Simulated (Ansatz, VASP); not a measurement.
## Two plane-wave programs on In

```
CELL_PARAMETERS angstrom
-1.67198 1.67198 2.34018
1.67198 -1.67198 2.34018
1.67198 1.67198 -2.34018
ATOMIC_POSITIONS crystal
In 0.00000 0.00000 0.00000
```

Alike in both runs: task single point; functional PBE; k mesh 22 × 22 × 22; occupations gaussian, width 0.15 eV; no spin polarisation.

|  | VASP | Ansatz |
| --- | --- | --- |
| version | VASP 6.6.1 | Ansatz 0.2.0 |
| potentials or method | VASP PAW PBE potentials, release 64 (In_d), cutoff 520 eV | scalar-relativistic, plane waves, PAW |
| valence electrons in the cell | 13 | 13 |

Ansatz gave:

```
gap on the k mesh at the Fermi level (eV)                     : none
pressure (GPa)                                                : 2.0
traceless stress, the component that is largest in VASP (GPa) : -0.15
```

Which values does VASP return?

gap on the k mesh at the Fermi level (eV): none; pressure (GPa): 1.9; traceless stress, the component that is largest in VASP (GPa): -0.15.

A gap of «none» marks a metal or a gap that the smearing closes. With one functional, cell and mesh, what is left measures potentials, basis and numerics.
